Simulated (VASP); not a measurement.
Crystal: SnSe.

```
Sn Se
1.0
     0.00000    3.01000    3.01000
     3.01000    0.00000    3.01000
     3.01000    3.01000    0.00000
Sn Se
1 1
Direct
  0.00000 0.00000 0.00000
  0.50000 0.50000 0.50000
```

| Quantity | Value |
| --- | --- |
| Program | VASP 6.6.1 |
| Task | relaxation of cell and atoms |
| Functional | RPBE |
| Dispersion | D3(BJ) |
| Potentials or basis | VASP PAW PBE potentials, release 64 (Sn_d, Se) |
| Cutoff | 600 eV |
| k mesh | 8 × 8 × 8 |
| Occupations | fermi-dirac, width 0.05 eV |
| Spin | no spin polarisation |

At the start: pressure -10.8 GPa; volume 27.27 Å³/atom.

Problem. Where does the relaxation end?

Solution. Over 3 steps the energy falls by 200.4 meV/atom and the volume is 22.30 Å³/atom (-18.2 %); space group Fm-3m (No. 225, to 0.1 Å) before and after.

Step by step:
| step | energy change (eV) | largest force (eV/Å) | pressure (GPa) | volume (Å³) |
| --- | --- | --- | --- | --- |
| 1 | 0.0000 | 0.0000 | -10.76 | 54.54 |
| 2 | -0.3292 | 0.0000 | 7.47 | 41.33 |
| 3 | -0.4008 | 0.0000 | 0.00 | 44.61 |

Final structure:
```
CELL_PARAMETERS angstrom
0.00000 2.81491 2.81491
2.81491 0.00000 2.81491
2.81491 2.81491 0.00000
ATOMIC_POSITIONS crystal
Sn 0.00000 0.00000 0.00000
Se 0.50000 0.50000 0.50000
```

Caveat: the volume moved by over 15 % at a fixed basis, so the end points are rough; the dispersion term is far too large for a dense solid, which distorts pressure and volume; the PAW data sets were made with another functional, which shifts forces and pressure a little.
